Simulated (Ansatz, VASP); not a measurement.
# Ge: VASP beside Ansatz

```
Ge
1.0
     4.92304    2.84232    1.95311
    -4.92304    2.84232    1.95311
     0.00000   -5.68463    1.95311
Ge
8
Direct
  0.71598 0.71598 0.71598
  0.28402 0.28402 0.28402
  0.03010 0.72620 0.53368
  0.53368 0.03010 0.72620
  0.72620 0.53368 0.03010
  0.96990 0.27380 0.46632
  0.46632 0.96990 0.27380
  0.27380 0.46632 0.96990
```

Alike in both runs: functional PBEsol; k mesh 6 × 6 × 6; occupations gaussian, width 0.1 eV; no spin polarisation.

Ansatz relaxed the structure, and its values are those at the end. VASP's run is a single point on that final structure, the one shown.

```csv
,VASP,Ansatz
version,VASP 6.6.1,Ansatz 0.2.0
potentials or method,"VASP PAW PBE potentials, release 64 (Ge_d), cutoff 520 eV","scalar-relativistic, plane waves, PAW"
valence electrons in the cell,112,112
```

```tsv
	VASP	Ansatz	Ansatz less VASP
gap on the k mesh at the Fermi level (eV)	none	none	-
pressure (GPa)	-0.1	0.0	+0.08
```

VASP's potentials were made for PBE, not for PBEsol. A gap of «none» marks a metal or a gap that the smearing closes.
